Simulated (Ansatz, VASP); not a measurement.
# Two plane-wave programs on BN

File INCAR:

```
PREC     = Accurate       # precision mode
ENCUT    = 600            # plane-wave cutoff, eV
EDIFF    = 1E-6           # SCF threshold, eV
ISMEAR   = 0              # smearing method
SIGMA    = 0.05           # smearing width, eV
LREAL    = False          # projectors in reciprocal space
LASPH    = True           # aspherical terms in the spheres
NELM     = 120            # most SCF steps
ALGO     = Normal         # electronic algorithm
ISIF     = 2              # what is computed and relaxed
LWAVE    = False          # write WAVECAR
LCHARG   = False          # write CHGCAR
NBANDS   = 11             # bands
GGA_COMPAT= False
```

The input KPOINTS:

```
regular mesh
0
Gamma
  12 12 12
```

Contents of POSCAR:

```
BN
1.0
    1.2010769119      0.6934420784      3.6427691556
   -1.2010769119      0.6934420784      3.6427691556
    0.0000000000     -1.3868841568      3.6427691556
B N
1 1
Direct
    0.9996712000      0.9996712000      0.9996712000
    0.3327618000      0.3327618000      0.3327618000
```

Input for Ansatz:

```yaml
crystal:
  lattice:
    - [1.2010769119, 0.6934420784, 3.6427691556]
    - [-1.2010769119, 0.6934420784, 3.6427691556]
    - [0.0, -1.3868841568, 3.6427691556]
  atoms:
    - { symbol: B, position: [0.9996712, 0.9996712, 0.9996712] }
    - { symbol: "N", position: [0.3327618, 0.3327618, 0.3327618] }
basis:
  ecutwfc: 420
kpoints:
  mp_grid: { grid: [12, 12, 12] }
hamiltonian:
  xc: lda
scf:
  occupations: { method: gaussian, width: 0.05 }
output:
  forces: true
  stress: true
  eigenvalues: true
```

Change from the starting cell: strain -0.040 along x and y, +0.080 along z, atoms carried along.

Alike in both runs: task single point; functional LDA; k mesh 12 × 12 × 12; occupations gaussian, width 0.05 eV; no spin polarisation.

```csv
,VASP,Ansatz
version,VASP 6.6.1,Ansatz 0.2.0
potentials or method,"VASP PAW LDA potentials, release 64 (B, N), cutoff 600 eV","scalar-relativistic, plane waves, PAW"
valence electrons in the cell,8,8
```

VASP gave:

* gap on the k mesh at the Fermi level (eV): 4.28
* least direct gap on the mesh (eV): 4.84
* pressure (GPa): 27.6
* traceless stress, the component that is largest in VASP (GPa): -29.41
* rms of the force components (eV/Å): 0.014

Q: Which values does Ansatz return?

A: gap on the k mesh at the Fermi level (eV): 4.30; least direct gap on the mesh (eV): 4.86; pressure (GPa): 27.3; traceless stress, the component that is largest in VASP (GPa): -28.85; rms of the force components (eV/Å): 0.014.

LDA's correlation is that of Perdew and Zunger in VASP and of Perdew and Wang (1992) in Ansatz. Atom by atom the forces differ by 0.000 eV/Å (rms over components).
